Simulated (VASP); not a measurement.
Runs of VASP 6.6.1 on Ge. The structure is that of space group I4/mmm (No. 139), or close to it. The cells are those of the table. The cell was built from a structure type or drawn by symmetry, and may not be a known phase.

```csv
task,cell,k mesh,cutoff (eV),gap on the mesh (eV),pressure (GPa),relaxed volume (Å³/atom)
relaxation of cell and atoms,"relaxed from a = 2.958 Å, angles 103.9, 103.9, 121.4°, 1 atom",24 × 24 × 24,600,none,0.0,(a)
single point,"a = 2.958 Å, angles 103.9, 103.9, 121.4°, 1 atom",8 × 8 × 8,520,none,-0.1,-
relaxation of cell and atoms,"relaxed from a = 2.990 Å, angles 102.8, 102.8, 123.9°, 1 atom",8 × 8 × 8,600,none,0.0,19.30
single point,"a = 2.950 Å, angles 105.1, 105.1, 118.7°, 1 atom",24 × 24 × 24,520,none,0.0,-
```

Alike in all rows: level PBE; potentials or basis VASP PAW PBE potentials, release 64 (Ge_d); no spin polarisation; smearing gaussian 0.1 eV.

Fill in the values left out.

(a) 19.40.

A k mesh can miss the band edges, and the runs leave out spin-orbit coupling on Ge.

A gap of «none» marks levels without a gap at the run's occupations.
